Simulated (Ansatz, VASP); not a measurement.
**One calculation of HfB, two programs**

```xyz
2
Lattice="0.5631 2.6231 2.6231 2.6231 0.5631 2.6231 2.6231 2.6231 0.5631" Properties=species:S:1:pos:R:3 pbc="T T T"
Hf    2.9046    2.9046    2.9046
B     0.0000    0.0000    0.0000
```

Alike in both runs: task single point; functional LDA; k mesh 20 × 20 × 20; occupations gaussian, width 0.15 eV; no spin polarisation.

```csv
,VASP,Ansatz
version,VASP 6.6.1,Ansatz 0.2.0
potentials or method,"VASP PAW LDA potentials, release 64 (Hf_pv, B), cutoff 520 eV","scalar-relativistic, plane waves, PAW"
valence electrons in the cell,13,29
```

```csv
,VASP,Ansatz,Ansatz less VASP
gap on the k mesh at the Fermi level (eV),none,none,-
pressure (GPa),20.6,19.6,-1.00
"traceless stress, the component that is largest in VASP (GPa)",-16.96,-17.30,-0.346
```

LDA's correlation is that of Perdew and Zunger in VASP and of Perdew and Wang (1992) in Ansatz. A gap of «none» marks a metal or a gap that the smearing closes. VASP's potentials hold 13 valence electrons a cell and Ansatz's 29, so a difference there can come from the potentials and not from the codes.

Neither program's run includes spin-orbit coupling.
